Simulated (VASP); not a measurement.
A run of VASP 6.6.1 is set up as follows.

File INCAR:

```
SYSTEM = LiCl
  PREC = Accurate
  ENCUT = 520
  EDIFF = 1E-6
  ISMEAR = -1
  SIGMA = 0.02
  LREAL = .False.
  LASPH = .True.
  NELM = 80
  ALGO = Normal
  ISIF = 2
  LWAVE = .False.
  LCHARG = .False.
  GGA = PE
  NBANDS = 12
```

Contents of KPOINTS:

```
Automatic mesh
0
Gamma
  8 8 8
  0 0 0
```

File POSCAR:

```
LiCl
1.0
    3.3293495757      0.0582259997      0.0582259997
    0.0582259997      3.3293495757      0.0582259997
    0.0582259997      0.0582259997      3.3293495757
Li Cl
1 1
Direct
    0.0000000000      0.0000000000      0.0000000000
    0.5000000000      0.5000000000      0.5000000000
```

Potentials or basis: VASP PAW PBE potentials, release 64 (Li_sv, Cl).

The run is started by

```bash
$ cat potpaw_PBE.64/Li_sv/POTCAR potpaw_PBE.64/Cl/POTCAR > POTCAR
$ mpirun -np 1 vasp_std > vasp.out
```

(1) What does it give for the band gap on the k mesh?

Results:

(1) 4.26 eV, indirect (least direct gap 4.85 eV).

Caveat: the cell differs from its parent crystal (strain along [111] +5.3%).
